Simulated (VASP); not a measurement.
**O: single point with LDA**

O:

```
O
1.0
     2.18255    0.00000    0.00000
    -1.09127    1.89014    0.00000
     0.00000    0.00000    2.44331
O
2
Direct
  0.33333 0.66667 0.25000
  0.66667 0.33333 0.75000
```

```yaml
Program: VASP 6.6.1
Task: single point
Functional: LDA
Potentials_or_basis: VASP PAW LDA potentials, release 64 (O)
Cutoff: 520 eV
k_mesh: 19 × 19 × 11
Occupations: fermi-dirac, width 0.1 eV
Spin: no spin polarisation
Dipole_correction: no
Further_INCAR_settings: ALGO = Normal; EDIFF = 1e-07; NBANDS = 13
```

```json
{"Pressure": "165.8 GPa", "Band gap on the k mesh": "zero (bands 6 and 7 overlap by 3.08 eV)"}
```

Stress tensor (GPa, compression positive):
```
165.55   0.00   0.00
  0.00 165.55   0.00
  0.00   0.00 166.36
```

Levels at points of the mesh, in eV from the Fermi level:
```tsv
k point	band 3	band 4	band 5	band 6	band 7	band 8	band 9	band 10
(0.00, 0.00, 0.00)	-9.93	-3.25	-3.25	1.32	1.32	4.36	17.41	21.92
```

It took 6.1 s on 1 thread of Intel(R) Xeon(R) 6975P-C (Granite Rapids) (shared host), peak memory 0.13 GiB.

Caveat: the cell stands under pressure.
